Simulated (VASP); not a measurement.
Set up this calculation in VASP 6.6.1, as the native input.

```yaml
Task: single point
Functional: LDA
Potentials_or_basis: VASP PAW LDA potentials, release 64 (Ir)
Cutoff: 520 eV
k_mesh: 19 × 19 × 19
Occupations: fermi-dirac, width 0.08 eV
Spin: no spin polarisation
Dipole_correction: no
Further_INCAR_settings: ALGO = Normal; EDIFF = 1e-06; NBANDS = 10
```

The structure of Ir lies in POSCAR:

```
Ir
1.0
    0.0000000000      1.9059363364      1.9059363364
    1.9059363364      0.0000000000      1.9059363364
    1.9059363364      1.9059363364      0.0000000000
Ir
1
Direct
    0.0000000000      0.0000000000      0.0000000000
```

One way to write it, as run:

INCAR

```
SYSTEM = Ir
PREC = Accurate ; ENCUT = 520
EDIFF = 1E-6 ; ISMEAR = -1
SIGMA = 0.08 ; LREAL = .False.
LASPH = .True. ; NELM = 80
ALGO = Normal ; ISIF = 2
LWAVE = .False. ; LCHARG = .False.
NBANDS = 10
```

KPOINTS

```
regular mesh
0
Gamma
  19 19 19
  0 0 0
```

Potentials or basis: VASP PAW LDA potentials, release 64 (Ir).

Run with:

```console
$ cat potpaw_LDA.64/Ir/POTCAR > POTCAR
$ mpirun -np 1 vasp_std > vasp.out
```

Results of the run:

```
Pressure               : 2.6 GPa
Band gap on the k mesh : zero (an odd number of electrons rules out a gap without spin polarisation)
```

Caveat: spin-orbit coupling is left out, which moves the levels of the heavy elements.

Run time: 40 s on 1 thread of Intel Xeon 8259CL, on a shared host, peak memory 0.15 GiB.
